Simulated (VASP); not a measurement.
# VSi (wurtzite type) (P6_3/mmc) in VASP: further runs

The runs below take VSi (wurtzite type) through single point, with LDA.

All numbers are computed with VASP 6.6.1; they aren't measurements. Logs are shortened: lines on timing, memory, paths and dates and some standing lists are left out, and cuts for length are marked.

### Step 1. The cell of the first run

The structure is hexagonal, space group P6_3/mmc (No. 194). Conventional cell: a = 3.806 Å, b = 3.806 Å, c = 4.361 Å, α = 90.00°, β = 90.00°, γ = 120.00°. Within 2.9 Å of V (site symmetry -6m2) lie 5 Si at 2.18 to 2.20 Å. Within 2.9 Å of Si (site symmetry -6m2) lie 5 V at 2.18 to 2.20 Å.

### Step 2. Single point, LDA

INCAR reads:

```
  PREC = Accurate
  ENCUT = 520
  EDIFF = 1E-7
  ISMEAR = -1
  SIGMA = 0.1
  LREAL = F
  LASPH = T
  NELM = 60
  ALGO = Normal
  ISIF = 2
  LWAVE = F
  LCHARG = F
  GGA = CA
  NBANDS = 25
```

KPOINTS reads:

```
regular mesh
0
Gamma
  10 10 5
```

POSCAR reads:

```
VSi
1.0
    3.8057722346      0.0000000000      0.0000000000
   -1.9028861173      3.2958954362      0.0000000000
    0.0000000000      0.0000000000      4.3610821371
V Si
2 2
Direct
    0.3333333333      0.6666666667     -0.0620002006
    0.6666666667      0.3333333333      0.4379997994
    0.3333333333      0.6666666667      0.4380002006
    0.6666666667      0.3333333333      0.9380002006
```

Potentials or basis: VASP PAW LDA potentials, release 64 (V_sv, Si).

Command:

```
> cat potpaw_LDA.64/V_sv/POTCAR potpaw_LDA.64/Si/POTCAR > POTCAR
> mpirun -np 1 vasp_std > vasp.out
```

OUTCAR:

```text
PREC = Accurate
   ENCUT = 520
   EDIFF = 1E-7
   ISMEAR = -1
   LREAL = F
   LASPH = T
   NELM = 60
   ISIF = 2
   GGA = CA

 ion  position               nearest neighbor table
   1  0.333  0.667  0.938-   3 2.18   3 2.18   4 2.20   4 2.20   4 2.20
   2  0.667  0.333  0.438-   4 2.18   4 2.18   3 2.20   3 2.20   3 2.20
   3  0.333  0.667  0.438-   1 2.18   1 2.18   2 2.20   2 2.20   2 2.20   4 3.10   4 3.10   4 3.10
                             4 3.10   4 3.10   4 3.10
   4  0.667  0.333  0.938-   2 2.18   2 2.18   1 2.20   1 2.20   1 2.20   3 3.10   3 3.10   3 3.10
                             3 3.10   3 3.10   3 3.10

  LATTYP: Found a hexagonal cell.
 ALAT       =     3.8057722346
 C/A-ratio  =     1.1459125424

  Lattice vectors:

 A1 = (   3.8057722346,   0.0000000000,   0.0000000000)
 A2 = (  -1.9028861173,   3.2958954362,   0.0000000000)
 A3 = (   0.0000000000,   0.0000000000,   4.3610821371)

Analysis of symmetry for initial positions (statically):
=====================================================================
 Subroutine PRICEL returns:
 Original cell was already a primitive cell.

 Routine SETGRP: Setting up the symmetry group for a
 hexagonal supercell.

 Subroutine GETGRP returns: Found 24 space group operations
 (whereof  6 operations were pure point group operations)
 out of a pool of 24 trial point group operations.

The static configuration has the point symmetry C_3v.
 The point group associated with its full space group is D_6h.

Analysis of symmetry for dynamics (positions and initial velocities):
=====================================================================
 Subroutine PRICEL returns:
 Original cell was already a primitive cell.

 Routine SETGRP: Setting up the symmetry group for a
 hexagonal supercell.

 Subroutine GETGRP returns: Found 24 space group operations
 (whereof  6 operations were pure point group operations)
 out of a pool of 24 trial point group operations.

The dynamic configuration has the point symmetry C_3v.
 The point group associated with its full space group is D_6h.

 Subroutine INISYM returns: Found 24 space group operations
 (whereof  6 operations are pure point group operations),
 and found     1 'primitive' translations

----------------------------------------------------------------------------------------

                                     Primitive cell

  volume of cell :      54.7029

  direct lattice vectors                    reciprocal lattice vectors
     3.805772235  0.000000000  0.000000000     0.262758762  0.151703842  0.000000000
    -1.902886117  3.295895436  0.000000000     0.000000000  0.303407684  0.000000000
     0.000000000  0.000000000  4.361082137     0.000000000  0.000000000  0.229300886

  length of vectors
     3.805772235  3.805772235  4.361082137     0.303407684  0.303407684  0.229300886

  position of ions in fractional coordinates (direct lattice)
     0.333333333  0.666666667  0.937999799
     0.666666667  0.333333333  0.437999799
     0.333333333  0.666666667  0.438000201
     0.666666667  0.333333333  0.938000201

  ion indices of the primitive-cell ions
   primitive index   ion index
                 1           1
                 2           2
                 3           3
                 4           4

----------------------------------------------------------------------------------------

 KPOINTS: regular mesh

Automatic generation of k-mesh.
 Grid dimensions read from file:
 generate k-points for:   10   10    5

 Generating k-lattice:

  Cartesian coordinates                     Fractional coordinates (reciprocal lattice)
     0.026275876  0.015170384  0.000000000     0.100000000  0.000000000  0.000000000
     0.000000000  0.030340768  0.000000000     0.000000000  0.100000000  0.000000000
     0.000000000  0.000000000  0.045860177     0.000000000  0.000000000  0.200000000

  Length of vectors
     0.030340768  0.030340768  0.045860177

  Shift w.r.t. Gamma in fractional coordinates (k-lattice)
     0.000000000  0.000000000  0.000000000

 Subroutine IBZKPT returns following result:
 ===========================================

 Found     42 irreducible k-points:

 Following reciprocal coordinates:
            Coordinates               Weight
  0.000000  0.000000  0.000000      1.000000
  0.100000  0.000000  0.000000      6.000000
  0.200000  0.000000  0.000000      6.000000
  0.300000  0.000000  0.000000      6.000000
  0.400000 -0.000000  0.000000      6.000000
  0.500000  0.000000  0.000000      3.000000
[... 16 lines left out ...]
  0.300000  0.100000  0.200000     24.000000
  0.400000  0.100000  0.200000     24.000000
 [... further k-points ...]
   k-points           NKPTS =     42   k-points in BZ     NKDIM =     42   number of bands    NBANDS=     25
   number of dos      NEDOS =    301   number of ions     NIONS =      4
   total plane-waves  NPLWV =  25088
   dimension x,y,z NGX =    28 NGY =   28 NGZ =   32
   dimension x,y,z NGXF=    56 NGYF=   56 NGZF=   64
   ions per type =               2   2
   NGX,Y,Z   is equivalent  to a cutoff of  12.23, 12.23, 12.20 a.u.
   NGXF,Y,Z  is equivalent  to a cutoff of  24.46, 24.46, 24.40 a.u.
 SYSTEM =  unknown system
   PREC   = accura    normal or accurate (medium, high low for compatibility)
   ISTART =      0    job   : 0-new  1-cont  2-samecut
   ICHARG =      2    charge: 1-file 2-atom 10-const
   ISPIN  =      1    spin polarized calculation?
   LNONCOLLINEAR =      F non collinear calculations
   LSORBIT =      F    spin-orbit coupling
   LASPH  =      T    aspherical Exc in radial PAW
   ENCUT  =  520.0 eV  38.22 Ry    6.18 a.u.   7.08  7.08  8.11*2*pi/ulx,y,z
   NELM   =     60;   NELMIN=  2; NELMDL= -5     # of ELM steps
   EDIFF  = 0.1E-06   stopping-criterion for ELM
   LREAL  =      F    real-space projection
   EDIFFG = 0.1E-05   stopping-criterion for IOM
   NSW    =      0    number of steps for IOM
   IBRION =     -1    ionic relax: 0-MD 1-quasi-New 2-CG
   NFREE  =      0    steps in history (QN), initial steepest desc. (CG)
   ISIF   =      2    stress and relaxation
   ISYM   =      2    0-nonsym 1-usesym 2-fastsym
   POTIM  = 0.5000    time-step for ionic-motion
   TEBEG  =    0.0;   TEEND  =   0.0 temperature during run
   PSTRESS=    0.0 pullay stress
   NELECT =      34.0000    total number of electrons
   NUPDOWN=      -1.0000    fix difference up-down
   EMIN   =  10.00;   EMAX   =-10.00  energy-range for DOS
   EFERMI =   0.00;   METHOD = LEGACY
   ISMEAR =    -1;   SIGMA  =   0.10  broadening in eV -4-tet -1-fermi 0-gaus
   EFERMI_NEDOS =   21; number of points for ismear=-14 and -15
   IALGO  =     38    algorithm
   IMIX   =      4    mixing-type and parameters
     AMIX     =   0.40;   BMIX     =  1.00
     AMIX_MAG =   1.60;   BMIX_MAG =  1.00
  volume/ion in A,a.u.               =      13.68        92.29
  Fermi-wavevector in a.u.,A,eV,Ry     =   1.397111  2.640157 26.557480  1.951920
  Thomas-Fermi vector in A             =   2.520399
   LORBIT       =      0    0 simple, 1 ext, 2 COOP (PROOUT), +10 PAW based schemes
   GGA     = CA    functional components
   LHFCALC =     F    Hartree Fock is set to
   AEXX    =    0.0000 exact exchange contribution
   IVDW    =     0    specifies the selected vdW correction
   LEPSILON=     F    determine dielectric tensor
   LRPA    =     F    only Hartree local field effects (RPA)
 non-spin polarized calculation
  energy-cutoff  :      520.00
  volume of cell :       54.70
 maximum number of plane-waves:      1492
   NGX = 15   NGY = 15   NGZ = 17

 number of electron      33.9999992 magnetization

 Free energy of the ion-electron system (eV)
  ---------------------------------------------------
  ext. energy  EPLUGINS =         0.00000000
  ---------------------------------------------------
  free energy    TOTEN  =       -29.40212087 eV

  energy without entropy =      -29.29106436  energy(sigma->0) =      -29.34659261

 E-fermi :   9.2692     XC(G=0): -11.9532

 val. band max:        9.2648815655   @ k =   0.3000   0.1000   0.2000
 cond. band min:       9.2768180049   @ k =   0.2000   0.0000   0.2000
 fundamental gap:      0.0119364393
 Fermi energy:         9.2692419323

 k-point     1 :       0.0000    0.0000    0.0000
  band No.  band energies     occupation
      1     -53.5482      2.00000
      2     -53.5081      2.00000
      3     -28.0323      2.00000
      4     -28.0323      2.00000
      5     -27.9462      2.00000
      6     -27.9462      2.00000
[... 17 lines left out ...]
     24      15.0203      0.00000
     25      17.0194      0.00000

 k-point     2 :       0.1000    0.0000    0.0000
  band No.  band energies     occupation
      1     -53.5472      2.00000
      2     -53.5088      2.00000
      3     -28.0343      2.00000
      4     -28.0336      2.00000
      5     -27.9502      2.00000
      6     -27.9453      2.00000
[... 17 lines left out ...]
     24      14.9778      0.00000
     25      16.5185      0.00000

 k-point     3 :       0.2000    0.0000    0.0000
  band No.  band energies     occupation
      1     -53.5442      2.00000
      2     -53.5108      2.00000
      3     -28.0394      2.00000
      4     -28.0370      2.00000
      5     -27.9604      2.00000
      6     -27.9431      2.00000
[... 17 lines left out ...]
     24      14.8235      0.00000
     25      15.8528      0.00000

 k-point     4 :       0.3000    0.0000    0.0000
  band No.  band energies     occupation
      1     -53.5400      2.00000
      2     -53.5140      2.00000
      3     -28.0453      2.00000
      4     -28.0409      2.00000
      5     -27.9733      2.00000
      6     -27.9408      2.00000
[... 17 lines left out ...]
     24      14.5191      0.00000
     25      14.6605      0.00000
[... 477 lines left out ...]
 k-point    22 :       0.2000    0.1000    0.2000
  band No.  band energies     occupation
      1     -53.5386      2.00000
      2     -53.5154      2.00000
      3     -28.0413      2.00000
      4     -28.0355      2.00000
      5     -27.9826      2.00000
      6     -27.9519      2.00000
[... 17 lines left out ...]
     24      14.4598      0.00000
     25      15.7786      0.00000

 k-point    23 :       0.3000    0.1000    0.2000
  band No.  band energies     occupation
      1     -53.5349      2.00000
      2     -53.5182      2.00000
      3     -28.0486      2.00000
      4     -28.0395      2.00000
      5     -27.9976      2.00000
      6     -27.9508      2.00000
[... 17 lines left out ...]
     24      14.0975      0.00000
     25      15.4617      0.00000

 k-point    24 :       0.4000    0.1000    0.2000
  band No.  band energies     occupation
      1     -53.5316      2.00000
      2     -53.5208      2.00000
      3     -28.0531      2.00000
      4     -28.0405      2.00000
      5     -28.0078      2.00000
      6     -27.9503      2.00000
[... 17 lines left out ...]
     24      13.7990      0.00000
     25      15.3484      0.00000

 [... further k-points ...]
[... 5 lines left out ...]
  --------------------------------------------------------------------------------------
  -------------------------------------------------------------------------------------
  Total       13.4849027     13.4849027     13.5646491     -0.0000000     -0.0000000      0.0000000
  in kB      394.9552709    394.9552709    397.2909390     -0.0000000     -0.0000000      0.0000000
  external PRESSURE =     395.7338269 kB  Pullay stress =       0.0000000 kB

 VOLUME and BASIS-vectors are now :
 -----------------------------------------------------------------------------
  energy-cutoff  :      520.00
  volume of cell :       54.70
      direct lattice vectors                 reciprocal lattice vectors
     3.805772235  0.000000000  0.000000000     0.262758762  0.151703842  0.000000000
    -1.902886117  3.295895436  0.000000000     0.000000000  0.303407684  0.000000000
     0.000000000  0.000000000  4.361082137     0.000000000  0.000000000  0.229300886

 POSITION                                       TOTAL-FORCE (eV/Angst)
 -----------------------------------------------------------------------------------
     -0.00000      2.19726      4.09069        -0.000000      0.000000      0.000000
      1.90289      1.09863      1.91015         0.000000      0.000000     -0.000000
     -0.00000      2.19726      1.91015         0.000000     -0.000000     -0.000000
      1.90289      1.09863      4.09070        -0.000000      0.000000      0.000000
 -----------------------------------------------------------------------------------
    total drift:                               -0.000000      0.000000      0.000399

  FREE ENERGIE OF THE ION-ELECTRON SYSTEM (eV)
  ---------------------------------------------------
  free  energy   TOTEN  =       -29.4021208693 eV

  energy  without entropy=      -29.2910643551  energy(sigma->0) =      -29.34659261
```

It took 26 s on 1 thread of AMD EPYC 9R45 (Zen 5), shared host; peak memory 0.14 GiB.

What came out:

```
Free energy            : -29.4021 eV
Pressure               : 39.6 GPa
Band gap on the k mesh : zero (band 17 reaches 9.94 eV, above the bottom of band 18 at 8.84 eV)
```

Stress tensor (GPa, compression positive):
```
39.50  0.00  0.00
 0.00 39.50  0.00
 0.00  0.00 39.73
```

### Step 3. Single point, LDA

INCAR reads:

```
PREC = Accurate
ENCUT = 520
EDIFF = 1E-7
ISMEAR = -1
SIGMA = 0.1
LREAL = False
LASPH = True
NELM = 100
ALGO = Normal
ISIF = 2
LWAVE = False
LCHARG = False
NBANDS = 25
```

KPOINTS is that of step 2.

Changes to POSCAR since step 2:

```diff
@@ -3,3 +3,3 @@
     3.8057722346      0.0000000000      0.0000000000
-   -1.9028861173      3.2958954362      0.0000000000
+   -1.9028861174      3.2958954362      0.0000000000
     0.0000000000      0.0000000000      4.3610821371
```

Potentials or basis: VASP PAW LDA potentials, release 64 (V_sv, Si).

Command:

```
> cat potpaw_LDA.64/V_sv/POTCAR potpaw_LDA.64/Si/POTCAR > POTCAR
> mpirun -np 1 vasp_std > vasp.out
```

OUTCAR:

```text
PREC = Accurate
   ENCUT = 520
   EDIFF = 1E-7
   ISMEAR = -1
   LREAL = False
   LASPH = True
   NELM = 100
   ISIF = 2

 ion  position               nearest neighbor table
   1  0.333  0.667  0.938-   3 2.18   3 2.18   4 2.20   4 2.20   4 2.20
   2  0.667  0.333  0.438-   4 2.18   4 2.18   3 2.20   3 2.20   3 2.20
   3  0.333  0.667  0.438-   1 2.18   1 2.18   2 2.20   2 2.20   2 2.20   4 3.10   4 3.10   4 3.10
                             4 3.10   4 3.10   4 3.10
   4  0.667  0.333  0.938-   2 2.18   2 2.18   1 2.20   1 2.20   1 2.20   3 3.10   3 3.10   3 3.10
                             3 3.10   3 3.10   3 3.10

  LATTYP: Found a hexagonal cell.
 ALAT       =     3.8057722346
 C/A-ratio  =     1.1459125424

  Lattice vectors:

 A1 = (   3.8057722346,   0.0000000000,   0.0000000000)
 A2 = (  -1.9028861174,   3.2958954362,   0.0000000000)
 A3 = (   0.0000000000,   0.0000000000,   4.3610821371)

Analysis of symmetry for initial positions (statically):
=====================================================================
 Subroutine PRICEL returns:
 Original cell was already a primitive cell.

 Routine SETGRP: Setting up the symmetry group for a
 hexagonal supercell.

 Subroutine GETGRP returns: Found 24 space group operations
 (whereof  6 operations were pure point group operations)
 out of a pool of 24 trial point group operations.

The static configuration has the point symmetry C_3v.
 The point group associated with its full space group is D_6h.

Analysis of symmetry for dynamics (positions and initial velocities):
=====================================================================
 Subroutine PRICEL returns:
 Original cell was already a primitive cell.

 Routine SETGRP: Setting up the symmetry group for a
 hexagonal supercell.

 Subroutine GETGRP returns: Found 24 space group operations
 (whereof  6 operations were pure point group operations)
 out of a pool of 24 trial point group operations.
[... 117 lines left out ...]
   NELECT =      34.0000    total number of electrons
   NUPDOWN=      -1.0000    fix difference up-down
   EMIN   =  10.00;   EMAX   =-10.00  energy-range for DOS
   EFERMI =   0.00;   METHOD = LEGACY
   ISMEAR =    -1;   SIGMA  =   0.10  broadening in eV -4-tet -1-fermi 0-gaus
   EFERMI_NEDOS =   21; number of points for ismear=-14 and -15
   IALGO  =     38    algorithm
   IMIX   =      4    mixing-type and parameters
     AMIX     =   0.40;   BMIX     =  1.00
     AMIX_MAG =   1.60;   BMIX_MAG =  1.00
  volume/ion in A,a.u.               =      13.68        92.29
  Fermi-wavevector in a.u.,A,eV,Ry     =   1.397111  2.640157 26.557480  1.951920
  Thomas-Fermi vector in A             =   2.520399
   LORBIT       =      0    0 simple, 1 ext, 2 COOP (PROOUT), +10 PAW based schemes
   GGA     = CA    functional components
   LHFCALC =     F    Hartree Fock is set to
   AEXX    =    0.0000 exact exchange contribution
   IVDW    =     0    specifies the selected vdW correction
   LEPSILON=     F    determine dielectric tensor
   LRPA    =     F    only Hartree local field effects (RPA)
 non-spin polarized calculation
  energy-cutoff  :      520.00
  volume of cell :       54.70
 maximum number of plane-waves:      1492
   NGX = 15   NGY = 15   NGZ = 17

 number of electron      33.9999992 magnetization

 Free energy of the ion-electron system (eV)
  ---------------------------------------------------
  ext. energy  EPLUGINS =         0.00000000
  ---------------------------------------------------
  free energy    TOTEN  =       -29.40212087 eV

  energy without entropy =      -29.29106435  energy(sigma->0) =      -29.34659261

 E-fermi :   9.2692     XC(G=0): -11.9532

 val. band max:        9.2648815654   @ k =   0.3000   0.1000   0.2000
 cond. band min:       9.2768180047   @ k =   0.2000   0.0000   0.2000
 fundamental gap:      0.0119364393
 Fermi energy:         9.2692419322

 k-point     1 :       0.0000    0.0000    0.0000
  band No.  band energies     occupation
      1     -53.5482      2.00000
      2     -53.5081      2.00000
      3     -28.0323      2.00000
      4     -28.0323      2.00000
      5     -27.9462      2.00000
      6     -27.9462      2.00000
[... 661 lines left out ...]
     24      13.7990      0.00000
     25      15.3484      0.00000

 [... further k-points ...]
[... 5 lines left out ...]
  --------------------------------------------------------------------------------------
  -------------------------------------------------------------------------------------
  Total       13.4849027     13.4849027     13.5646491     -0.0000000      0.0000000     -0.0000000
  in kB      394.9552702    394.9552702    397.2909393     -0.0000000      0.0000000     -0.0000000
  external PRESSURE =     395.7338266 kB  Pullay stress =       0.0000000 kB

 VOLUME and BASIS-vectors are now :
 -----------------------------------------------------------------------------
  energy-cutoff  :      520.00
  volume of cell :       54.70
      direct lattice vectors                 reciprocal lattice vectors
     3.805772235  0.000000000  0.000000000     0.262758762  0.151703842  0.000000000
    -1.902886117  3.295895436  0.000000000     0.000000000  0.303407684  0.000000000
     0.000000000  0.000000000  4.361082137     0.000000000  0.000000000  0.229300886

 POSITION                                       TOTAL-FORCE (eV/Angst)
 -----------------------------------------------------------------------------------
     -0.00000      2.19726      4.09069         0.000000      0.000000     -0.000000
      1.90289      1.09863      1.91015        -0.000000      0.000000     -0.000000
     -0.00000      2.19726      1.91015         0.000000      0.000000     -0.000000
      1.90289      1.09863      4.09070        -0.000000     -0.000000      0.000000
 -----------------------------------------------------------------------------------
    total drift:                               -0.000000      0.000000      0.000399

  FREE ENERGIE OF THE ION-ELECTRON SYSTEM (eV)
  ---------------------------------------------------
  free  energy   TOTEN  =       -29.4021208687 eV

  energy  without entropy=      -29.2910643545  energy(sigma->0) =      -29.34659261
```

Wall time 26 s (1 thread of AMD EPYC 9R45 (Zen 5), shared host); peak memory 0.14 GiB.

What came out:

```yaml
Free_energy: -29.4021 eV
Pressure: 39.6 GPa
Band_gap_on_the_k_mesh: zero (band 17 reaches 9.94 eV, above the bottom of band 18 at 8.84 eV)
```
